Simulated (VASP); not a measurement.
# Sr (Fmmm) in VASP: single point with PBEsol

Aim: the single point of Sr with PBEsol.

All numbers are computed with VASP 6.6.1; they aren't measurements. Logs are shortened: lines on timing, memory, paths and dates and some standing lists are left out, and cuts for length are marked.

## Step 1: The cell of the first run

The structure is orthorhombic, space group Fmmm (No. 69). Conventional cell: a = 6.009 Å, b = 6.085 Å, c = 6.161 Å, α = 90.00°, β = 90.00°, γ = 90.00°. Within 5.6 Å of Sr (site symmetry mmm) lie 12 Sr at 4.28 to 4.33 Å.

## Step 2: Single point, PBEsol (strain +0.0125 x Voigt [1, -1, 0, 0, 0, 0])

INCAR reads:

```
  PREC = Accurate
  ENCUT = 520
  EDIFF = 1E-6
  ISMEAR = 0
  SIGMA = 0.03
  LREAL = F
  LASPH = T
  NELM = 80
  ALGO = Fast
  ISIF = 2
  LWAVE = F
  LCHARG = T
  GGA = PS
  LELF = T
  LVHAR = T
  NBANDS = 11
```

KPOINTS reads:

```
regular mesh
0
Gamma
  10 10 10
```

POSCAR reads:

```
Sr
1.0
    0.0000000000      3.0043206250      3.0423500000
    3.0803793750      0.0000000000      3.0423500000
    3.0803793750      3.0043206250      0.0000000000
Sr
1
Direct
    0.0000000000      0.0000000000      0.0000000000
```

Potentials or basis: VASP PAW PBE potentials, release 64 (Sr_sv).

On the command line:

```bash
$ cat potpaw_PBE.64/Sr_sv/POTCAR > POTCAR
$ mpirun -np 1 vasp_std > vasp.out
```

OUTCAR:

```text
PREC = Accurate
   ENCUT = 520
   EDIFF = 1E-6
   ISMEAR = 0
   LREAL = F
   LASPH = T
   NELM = 80
   ISIF = 2
   GGA = PS

 ion  position               nearest neighbor table
   1  0.000  0.000  0.000-

  LATTYP: Found a face centered orthorhombic cell.
 ALAT       =     6.0086412500
 B/A-ratio  =     1.0126582278
 C/A-ratio  =     1.0253164557

  Lattice vectors:

 A1 = (  -3.0803793750,   0.0000000000,  -3.0423500000)
 A2 = (  -3.0803793750,   3.0043206250,   0.0000000000)
 A3 = (   0.0000000000,   3.0043206250,  -3.0423500000)

Analysis of symmetry for initial positions (statically):
=====================================================================
 Subroutine PRICEL returns:
 Original cell was already a primitive cell.

 Routine SETGRP: Setting up the symmetry group for a
 face centered orthorhombic supercell.

 Subroutine GETGRP returns: Found  8 space group operations
 (whereof  8 operations were pure point group operations)
 out of a pool of  8 trial point group operations.

The static configuration has the point symmetry D_2h.

Analysis of symmetry for dynamics (positions and initial velocities):
=====================================================================
 Subroutine PRICEL returns:
 Original cell was already a primitive cell.

 Routine SETGRP: Setting up the symmetry group for a
 face centered orthorhombic supercell.

 Subroutine GETGRP returns: Found  8 space group operations
 (whereof  8 operations were pure point group operations)
 out of a pool of  8 trial point group operations.

The dynamic configuration has the point symmetry D_2h.

 Subroutine INISYM returns: Found  8 space group operations
 (whereof  8 operations are pure point group operations),
 and found     1 'primitive' translations

----------------------------------------------------------------------------------------

                                     Primitive cell

  volume of cell :      56.3105

  direct lattice vectors                    reciprocal lattice vectors
     0.000000000  3.004320625  3.042350000    -0.162317669  0.166426977  0.164346640
     3.080379375  0.000000000  3.042350000     0.162317669 -0.166426977  0.164346640
     3.080379375  3.004320625  0.000000000     0.162317669  0.166426977 -0.164346640

  length of vectors
[... 83 lines left out ...]
   NSW    =      0    number of steps for IOM
   IBRION =     -1    ionic relax: 0-MD 1-quasi-New 2-CG
   NFREE  =      0    steps in history (QN), initial steepest desc. (CG)
   ISIF   =      2    stress and relaxation
   ISYM   =      2    0-nonsym 1-usesym 2-fastsym
   POTIM  = 0.5000    time-step for ionic-motion
   TEBEG  =    0.0;   TEEND  =   0.0 temperature during run
   PSTRESS=    0.0 pullay stress
   NELECT =      10.0000    total number of electrons
   NUPDOWN=      -1.0000    fix difference up-down
   EMIN   =  10.00;   EMAX   =-10.00  energy-range for DOS
   EFERMI =   0.00;   METHOD = LEGACY
   ISMEAR =     0;   SIGMA  =   0.03  broadening in eV -4-tet -1-fermi 0-gaus
   EFERMI_NEDOS =   21; number of points for ismear=-14 and -15
   IALGO  =     68    algorithm
   IMIX   =      4    mixing-type and parameters
     AMIX     =   0.40;   BMIX     =  1.00
     AMIX_MAG =   1.60;   BMIX_MAG =  1.00
  volume/ion in A,a.u.               =      56.31       380.00
  Fermi-wavevector in a.u.,A,eV,Ry     =   0.920192  1.738910 11.520769  0.846753
  Thomas-Fermi vector in A             =   2.045470
   LORBIT       =      0    0 simple, 1 ext, 2 COOP (PROOUT), +10 PAW based schemes
   GGA     = PS    functional components
   LHFCALC =     F    Hartree Fock is set to
   AEXX    =    0.0000 exact exchange contribution
   IVDW    =     0    specifies the selected vdW correction
   LEPSILON=     F    determine dielectric tensor
   LRPA    =     F    only Hartree local field effects (RPA)
 non-spin polarized calculation
 RMM-DIIS sequential band-by-band and
 Gauss-broadening in eV      SIGMA  =   0.03
  energy-cutoff  :      520.00
  volume of cell :       56.31
 maximum number of plane-waves:      1539
   NGX = 15   NGY = 17   NGZ = 15

 number of electron      10.0000000 magnetization

 Free energy of the ion-electron system (eV)
  ---------------------------------------------------
  ext. energy  EPLUGINS =         0.00000000
  ---------------------------------------------------
  free energy    TOTEN  =        -1.82515014 eV

  energy without entropy =       -1.82387864  energy(sigma->0) =       -1.82451439

 E-fermi :   1.4402     XC(G=0):  -7.3584

 val. band max:        1.4385295716   @ k =  -0.4000   0.1000   0.2000
 cond. band min:       1.4405663495   @ k =  -0.4000   0.2000   0.1000
 fundamental gap:      0.0020367779
 Fermi energy:         1.4401888483

 k-point     1 :       0.0000    0.0000    0.0000
  band No.  band energies     occupation
      1     -35.1669      2.00000
      2     -17.0727      2.00000
      3     -17.0718      2.00000
      4     -17.0708      2.00000
      5      -2.2048      2.00000
      6       3.6615      0.00000
      7       3.7270      0.00000
      8       3.7905      0.00000
      9       5.0698      0.00000
     10       5.2475      0.00000
     11       8.4645      0.00000
[... 309 lines left out ...]
 k-point    24 :       0.4000    0.3000    0.0000
  band No.  band energies     occupation
      1     -35.1534      2.00000
      2     -17.2111      2.00000
      3     -17.1298      2.00000
      4     -17.1218      2.00000
      5       0.0419      2.00000
      6       2.0516      0.00000
      7       2.7398      0.00000
      8       4.8298      0.00000
      9       5.1662      0.00000
     10       6.0826      0.00000
     11       7.6548      0.00000

 [... further k-points ...]

------------------------ aborting loop because EDIFF is reached ----------------------------------------

  FORCE on cell =-STRESS in cart. coord.  units (eV):
  Direction    XX          YY          ZZ          XY          YZ          ZX
  --------------------------------------------------------------------------------------
  -------------------------------------------------------------------------------------
  Total       -0.3247734     -0.3036499     -0.3154096      0.0000000      0.0000000      0.0000000
  in kB       -9.2406255     -8.6396077     -8.9742006      0.0000000      0.0000000      0.0000000
  external PRESSURE =      -8.9514779 kB  Pullay stress =       0.0000000 kB

 VOLUME and BASIS-vectors are now :
 -----------------------------------------------------------------------------
  energy-cutoff  :      520.00
  volume of cell :       56.31
      direct lattice vectors                 reciprocal lattice vectors
     0.000000000  3.004320625  3.042350000    -0.162317669  0.166426977  0.164346640
     3.080379375  0.000000000  3.042350000     0.162317669 -0.166426977  0.164346640
     3.080379375  3.004320625  0.000000000     0.162317669  0.166426977 -0.164346640

 POSITION                                       TOTAL-FORCE (eV/Angst)
 -----------------------------------------------------------------------------------
      0.00000      0.00000      0.00000         0.000000     -0.000000      0.000000
 -----------------------------------------------------------------------------------
    total drift:                                0.000000      0.000000      0.000000

  FREE ENERGIE OF THE ION-ELECTRON SYSTEM (eV)
  ---------------------------------------------------
  free  energy   TOTEN  =        -1.8251501416 eV

  energy  without entropy=       -1.8238786409  energy(sigma->0) =       -1.82451439
```

stdout:

```text
POSCAR found type information on POSCAR Sr
 POSCAR found :  1 types and       1 ions
 scaLAPACK will be used
 -----------------------------------------------------------------------------
|                                                                             |
|                                                                             |
|     You enforced a specific xc type in the INCAR file but a different       |
|     I HOPE YOU KNOW WHAT YOU ARE DOING!                                     |
|                                                                             |
 -----------------------------------------------------------------------------

 LDA part: xc-table for (Slater+PW92), standard interpolation
 POSCAR, INCAR and KPOINTS ok, starting setup
 FFT: planning ... GRIDC
 FFT: planning ... GRID_SOFT
 FFT: planning ... GRID
 WAVECAR not read
 entering main loop
WARNING in EDDRMM: call to ZHEGV failed, returncode =   6  3      5
```

Run time: 1.9 min. Hardware: 1 thread of AMD EPYC 7R13, shared host; peak memory 0.25 GiB.

What came out:

```
Free energy            : -1.8252 eV
Pressure               : -0.9 GPa
Band gap on the k mesh : zero (bands 5 and 6 overlap by 0.06 eV)
```

Caveat: the cell differs from its parent crystal (strain +0.0125 x Voigt [1, -1, 0, 0, 0, 0]); the PAW data sets were made with another functional, which shifts forces and pressure a little.
